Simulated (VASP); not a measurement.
## Sn: single point with r2SCAN

Crystal: Sn.

```
Sn
1.0
     3.37469    0.00000    0.00000
    -1.68734    2.92257    0.00000
     0.00000    0.00000    5.46613
Sn
2
Direct
  0.33333 0.66667 0.25000
  0.66667 0.33333 0.75000
```

This isn't the form of Sn at room conditions, which is tetragonal (white tin).

```yaml
Program: VASP 6.6.1
Task: single point
Functional: r2SCAN
Potentials_or_basis: VASP PAW PBE potentials, release 64 (Sn_d)
Cutoff: 520 eV
k_mesh: 12 × 12 × 8
Occupations: gaussian, width 0.1 eV
Spin: no spin polarisation
```

```yaml
Pressure: 0.0 GPa
Band_gap_on_the_k_mesh: zero (bands 14 and 15 overlap by 8.72 eV)
```

Levels at points of the mesh, in eV from the Fermi level:
```tsv
k point	band 10	band 11	band 12	band 13	band 14	band 15	band 16	band 17	band 18	band 19
(0.00, 0.00, 0.00)	-21.97	-11.64	-6.84	-4.79	6.14	6.14	8.07	8.07	8.72	10.05
(0.50, 0.00, 0.00)	-21.96	-7.35	-6.13	-2.19	-1.38	-0.79	1.50	2.25	6.09	6.33
(0.00, 0.00, 0.50)	-22.01	-10.24	-10.24	1.35	1.35	7.15	7.15	7.15	7.15	10.70
(0.50, 0.00, 0.50)	-21.96	-6.15	-6.15	-4.23	-4.23	3.72	3.72	4.26	4.26	7.56
```

Run time: 8.7 min on 1 thread of Intel Xeon 8259CL (shared host), peak memory 0.24 GiB.

Caveat: the PAW data sets were made with another functional, which shifts forces and pressure a little; spin-orbit coupling is left out, which moves the levels of the heavy elements.
